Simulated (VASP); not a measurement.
**TaS2: single point with BLYP+D4**

TaS2:

```
CELL_PARAMETERS angstrom
3.39408 0.00000 0.00000
-1.69704 2.93936 0.00000
0.00000 0.00000 5.93711
ATOMIC_POSITIONS crystal
Ta 0.00000 0.00000 0.00000
S 0.66667 0.33333 0.75000
S 0.33333 0.66667 0.25000
```

* Program: VASP 6.6.1
* Task: single point
* Functional: BLYP
* Dispersion: D4
* Potentials or basis: VASP PAW PBE potentials, release 64 (Ta_pv, S)
* Cutoff: 500 eV
* k mesh: 9 × 9 × 5
* Occupations: fermi-dirac, width 0.05 eV
* Spin: no spin polarisation

The pressure is 4.1 GPa. The largest force is 0.871 eV/Å, the band gap on the k mesh is zero (an odd number of electrons rules out a gap without spin polarisation) and the dispersion energy per atom is -0.610 eV.

Forces in eV/Å, atoms in the order of the input:
```
Ta   0.000  0.000  0.000
S    0.000  0.000 -0.871
S    0.000  0.000  0.871
```

Stress tensor (GPa, compression positive):
```
3.68 0.00 0.00
0.00 3.68 0.00
0.00 0.00 5.05
```

Levels at points of the mesh, in eV from the Fermi level:
```csv
k point,band 8,band 9,band 10,band 11,band 12,band 13,band 14,band 15
"(0.00, 0.00, 0.00)",-4.14,-1.36,-0.87,-0.87,0.02,0.02,0.30,3.88
```

It took 60 s on 1 thread of AMD EPYC 7R13 Processor (Zen 3), on a shared host, peak memory 0.18 GiB.

Caveat: the cell stands under pressure; the PAW data sets were made with another functional, which shifts forces and pressure a little; spin-orbit coupling is left out, which moves the levels of the heavy elements.
